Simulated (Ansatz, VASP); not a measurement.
AlNi in VASP and in Ansatz

File INCAR:

```
PREC = Accurate
ENCUT = 520
EDIFF = 1E-6
ISMEAR = -1
SIGMA = 0.05
LREAL = F
LASPH = T
NELM = 150
ALGO = Fast
ISIF = 2
LWAVE = F
LCHARG = T
ISPIN = 2
MAGMOM = 1 0
LORBIT = 11
LMAXMIX = 4
GGA = CA
LELF = T
LVHAR = T
NBANDS = 18
```

Contents of KPOINTS:

```
regular mesh
0
Gamma
  10 10 9
```

The input POSCAR:

```
AlNi
1.0
    1.9386940000     -1.9531901500      0.0000000000
    1.9386940000      1.9531901500      0.0000000000
    0.0000000000      0.0000000000      3.0994300413
Ni Al
1 1
Direct
    0.5000000000      0.5000000000      0.5000000000
    0.0000000000      0.0000000000      0.0000000000
```

The input input.yaml:

```yaml
crystal:
  lattice:
    - [1.938694, -1.95319015, 0.0]
    - [1.938694, 1.95319015, 0.0]
    - [0.0, 0.0, 3.0994300413]
  atoms:
    - { symbol: Ni, position: [0.5, 0.5, 0.5], spin: 1.0 }
    - { symbol: Al, position: [0.0, 0.0, 0.0] }
kpoints:
  mp_grid: { grid: [10, 10, 9] }
  band_path:
    path:
      - [0.0, 0.0, 0.0]
      - [0.4963028801, 0.4963028801, 0.0]
      - [0.0, 0.5, 0.0]
      - [0.0, 0.5, 0.5]
      - [0.4963028801, 0.4963028801, 0.5]
      - [0.0, 0.0, 0.5]
      - [0.0, 0.0, 0.0]
      - [-0.5, 0.5, 0.0]
    npoints: 8
scf:
  occupations: { method: fermi_dirac, width: 0.05 }
hamiltonian:
  xc: lda
  pseudopotentials: { kind: all_electron, lapw: { basis_error: 0.001 } }
magnetization:
  spin_polarized: true
output:
  forces: true
  stress: true
  eigenvalues: true
```

Alike in both runs: functional LDA; k mesh 10 × 10 × 9; occupations fermi-dirac, width 0.05 eV; collinear spin.

|  | VASP | Ansatz |
| --- | --- | --- |
| version | VASP 6.6.1 | Ansatz 0.2.0 |
| potentials or method | VASP PAW LDA potentials, release 64 (Ni, Al), cutoff 520 eV | all-electron LAPW, scalar-relativistic |
| task | single point | band structure |

|  | VASP | Ansatz | Ansatz less VASP |
| --- | --- | --- | --- |
| gap on the k mesh at the Fermi level (eV) | none | none | - |
| pressure (GPa) | -4.5 | -5.1 | -0.53 |
| traceless stress, the component that is largest in VASP (GPa) | -4.85 | -4.71 | +0.147 |
| net moment per atom (μB) | 0.00 | 0.00 | 0.000 |

LDA's correlation is that of Perdew and Zunger in VASP and of Perdew and Wang (1992) in Ansatz. A gap of «none» marks a metal or a gap that the smearing closes. Ansatz ran all-electron here, and VASP with PAW potentials.
